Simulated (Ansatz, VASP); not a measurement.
**Two plane-wave programs on Nb**

File INCAR:

```
PREC = Accurate
ENCUT = 500
EDIFF = 1E-6
ISMEAR = 0
SIGMA = 0.15
LREAL = False
LASPH = True
NELM = 120
ALGO = Normal
ISIF = 2
LWAVE = False
LCHARG = True
GGA = PS
LELF = True
LVHAR = True
NBANDS = 12
GGA_COMPAT = False
```

KPOINTS

```
regular mesh
0
Gamma
  20 20 20
```

POSCAR

```
Nb
1.0
    0.0000000000      2.1150000000      2.1150000000
    2.3265000000      0.0000000000      2.1150000000
    2.3265000000      2.1150000000      0.0000000000
Nb
1
Direct
    0.0000000000      0.0000000000      0.0000000000
```

Input for Ansatz:

```yaml
crystal:
  lattice:
    - [0.0, 2.115, 2.115]
    - [2.3265, 0.0, 2.115]
    - [2.3265, 2.115, 0.0]
  atoms:
    - { symbol: Nb, position: [0.0, 0.0, 0.0] }
basis:
  ecutwfc: 420
kpoints:
  mp_grid: { grid: [20, 20, 20] }
hamiltonian:
  xc: pbesol
scf:
  occupations: { method: gaussian, width: 0.15 }
output:
  forces: true
  stress: true
  eigenvalues: true
```

Change from the starting cell: strain +0.1000 x Voigt [1, 0, 0, 0, 0, 0], atoms carried along.

Alike in both runs: task single point; functional PBEsol; k mesh 20 × 20 × 20; occupations gaussian, width 0.15 eV; no spin polarisation.

|  | VASP | Ansatz |
| --- | --- | --- |
| version | VASP 6.6.1 | Ansatz 0.2.0 |
| potentials or method | VASP PAW PBE potentials, release 64 (Nb_sv), cutoff 500 eV | scalar-relativistic, plane waves, PAW |
| valence electrons in the cell | 13 | 13 |

|  | VASP | Ansatz | Ansatz less VASP |
| --- | --- | --- | --- |
| gap on the k mesh at the Fermi level (eV) | none | none | - |
| pressure (GPa) | -19.8 | -19.6 | +0.26 |
| traceless stress, the component that is largest in VASP (GPa) | 7.23 | 7.28 | +0.046 |

VASP's potentials were made for PBE, not for PBEsol. A gap of «none» marks a metal or a gap that the smearing closes. The functional is the same, so the differences come from potentials, cutoffs and numerics.
